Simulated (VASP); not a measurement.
Crystal: GaN.

```xyz
4
Lattice="3.2424 0.0000 0.0000 -1.6212 2.8080 0.0000 0.0000 0.0000 5.2673" Properties=species:S:1:pos:R:3 pbc="T T T"
Ga    1.6212    0.9360    2.6337
Ga    0.0000    1.8720    0.0000
N     1.6212    0.9360    4.6089
N     0.0000    1.8720    1.9752
```

Base run:

```yaml
Program: VASP 6.6.1
Functional: revPBE
Dispersion: D3(BJ)
Potentials_or_basis: VASP PAW PBE potentials, release 64 (Ga_d, N)
Cutoff: 520 eV
k_mesh: 10 × 10 × 5
Occupations: fermi-dirac, width 0.05 eV
Spin: no spin polarisation
```

Its results: band gap on the k mesh 1.62 eV, direct; pressure -7.0 GPa; largest force 0.116 eV/Å.

**Question.** The run is repeated on the same cell with these changes: dispersion from D3(BJ) to none. What comes out?

**Answer.** Band gap on the k mesh 1.62 eV, direct; pressure -0.3 GPa; largest force 0.122 eV/Å.

Dispersion adds attraction, which lowers the pressure at fixed volume and, as a term added to the energy, leaves the levels alone.

Caveats: the PAW data sets were made with another functional, which shifts forces and pressure a little.

